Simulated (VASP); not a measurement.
Wanted: the native input for a VASP 6.6.1 run.

```yaml
Task: single point
Functional: PBEsol
Potentials_or_basis: VASP PAW PBE potentials, release 64 (Te, Sn_d)
Cutoff: 520 eV
k_mesh: 6 × 6 × 6
Occupations: fermi-dirac, width 0.05 eV
Spin: no spin polarisation
Dipole_correction: no
Further_INCAR_settings: ALGO = Normal; EDIFF = 1e-06; NBANDS = 32
```

The structure of Sn3Te lies in POSCAR:

```
Sn3Te
1.0
    4.9296506847      0.0000000000      0.0000000000
    0.0000000000      4.9296506847      0.0000000000
    0.0000000000      0.0000000000      4.9296506847
Te Sn
1 3
Direct
    0.0000000000      0.0000000000      0.0000000000
    0.0000000000      0.5000000000      0.5000000000
    0.5000000000      0.0000000000      0.5000000000
    0.5000000000      0.5000000000      0.0000000000
```

These files were run (other wordings do the same):

INCAR

```
  ALGO = Normal
  EDIFF = 1E-6
  ENCUT = 520
  GGA = PS
  ISIF = 2
  ISMEAR = -1
  LASPH = True
  LCHARG = False
  LREAL = False
  LWAVE = False
  NBANDS = 32
  NELM = 80
  PREC = Accurate
  SIGMA = 0.05
```

KPOINTS

```
k-points
0
Gamma
  6 6 6
```

Potentials or basis: VASP PAW PBE potentials, release 64 (Te, Sn_d).

Run with:

```console
$ cat potpaw_PBE.64/Te/POTCAR potpaw_PBE.64/Sn_d/POTCAR > POTCAR
$ mpirun -np 1 vasp_std > vasp.out
```

It gave:

The pressure is -3.8 GPa and the band gap on the k mesh is zero (bands 24 and 25 overlap by 2.96 eV).

Caveat: the cell stands under tension; the PAW data sets were made with another functional, which shifts forces and pressure a little; spin-orbit coupling is left out, which moves the levels of the heavy elements.

Wall time 76 s on 1 thread of Intel Xeon 8259CL, with other jobs on the host, peak memory 0.27 GiB.
